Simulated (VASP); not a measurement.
Pb:

```
CELL_PARAMETERS angstrom
0.00000 2.42450 2.42450
2.42450 0.00000 2.42450
2.42450 2.42450 0.00000
ATOMIC_POSITIONS crystal
Pb 0.00000 0.00000 0.00000
```

Base run:

* Program: VASP 6.6.1
* Functional: PBEsol
* Dispersion: D4
* Potentials or basis: VASP PAW PBE potentials, release 64 (Pb_d)
* Cutoff: 520 eV
* k mesh: 9 × 9 × 9
* Occupations: fermi-dirac, width 0.05 eV
* Spin: no spin polarisation

Its results: band gap on the k mesh zero (band 7 reaches 15.72 eV, above the bottom of band 8 at 6.13 eV); pressure 1.2 GPa.

Task: The run is repeated on the same cell with these changes: functional from PBEsol to RPBE. What comes out?

Result: Band gap on the k mesh zero (band 7 reaches 16.07 eV, above the bottom of band 8 at 6.45 eV); pressure 3.6 GPa.

RPBE binds less tightly than PBEsol, so the same cell stands under more pressure.

Caveats: the PAW data sets were made with another functional, which shifts forces and pressure a little; spin-orbit coupling is left out, which moves the levels of the heavy elements; pairwise dispersion overbinds metals, which lowers pressure and volume.
